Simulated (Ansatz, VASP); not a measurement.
**NaCl in VASP and in Ansatz**

File POSCAR:

```
NaCl
1.0
    0.0000000000      2.8589745579      2.8589745579
    2.8589745579      0.0000000000      2.8589745579
    2.8589745579      2.8589745579      0.0000000000
Na Cl
1 1
Direct
    0.0000000000      0.0000000000      0.0000000000
    0.5000000000      0.5000000000      0.5000000000
```

File INCAR.step1:

```
PREC = Accurate
ENCUT = 520
ISMEAR = 0
SIGMA = 0.02
LREAL = F
LASPH = T
NELM = 60
NBANDS = 14
GGA = PE
ALGO = Normal
EDIFF = 1E-4
LWAVE = T
LCHARG = F
```

The input INCAR.step2:

```
PREC = Accurate
ENCUT = 520
EDIFF = 1E-6
ISMEAR = 0
SIGMA = 0.02
LREAL = F
LASPH = T
NELM = 60
ALGO = Normal
ISIF = 2
LWAVE = F
LCHARG = T
METAGGA = R2SCAN
LMIXTAU = T
LELF = T
LVHAR = T
NBANDS = 14
ISTART = 1
```

The input KPOINTS:

```
Automatic mesh
0
Gamma
  8 8 8
```

Input for Ansatz:

```yaml
crystal:
  lattice:
    - [0.0, 2.8589745579, 2.8589745579]
    - [2.8589745579, 0.0, 2.8589745579]
    - [2.8589745579, 2.8589745579, 0.0]
  atoms:
    - { symbol: Na, position: [0.0, 0.0, 0.0] }
    - { symbol: Cl, position: [0.5, 0.5, 0.5] }
basis:
  ecutwfc: 500
kpoints:
  mp_grid: { grid: [8, 8, 8] }
hamiltonian:
  xc: r2scan
scf:
  occupations: { method: gaussian, width: 0.02 }
output:
  forces: true
  stress: true
  eigenvalues: true
```

Alike in both runs: task single point; functional r2SCAN; k mesh 8 × 8 × 8; occupations gaussian, width 0.02 eV; no spin polarisation.

|  | VASP | Ansatz |
| --- | --- | --- |
| version | VASP 6.6.1 | Ansatz 0.2.0 |
| potentials or method | VASP PAW PBE potentials, release 64 (Na_pv, Cl), cutoff 520 eV | scalar-relativistic, plane waves, PAW |
| valence electrons in the cell | 14 | 16 |

Ansatz gave:

| Quantity | Value |
| --- | --- |
| gap on the k mesh at the Fermi level (eV) | 5.73 |
| least direct gap on the mesh (eV) | 5.73 |
| pressure (GPa) | -1.4 |

What did VASP give for the same quantities?

gap on the k mesh at the Fermi level (eV): 5.76; least direct gap on the mesh (eV): 5.76; pressure (GPa): -1.6.

VASP's potentials were made for PBE, not for r2SCAN. VASP's potentials hold 14 valence electrons a cell and Ansatz's 16, so a difference there can come from the potentials and not from the codes.
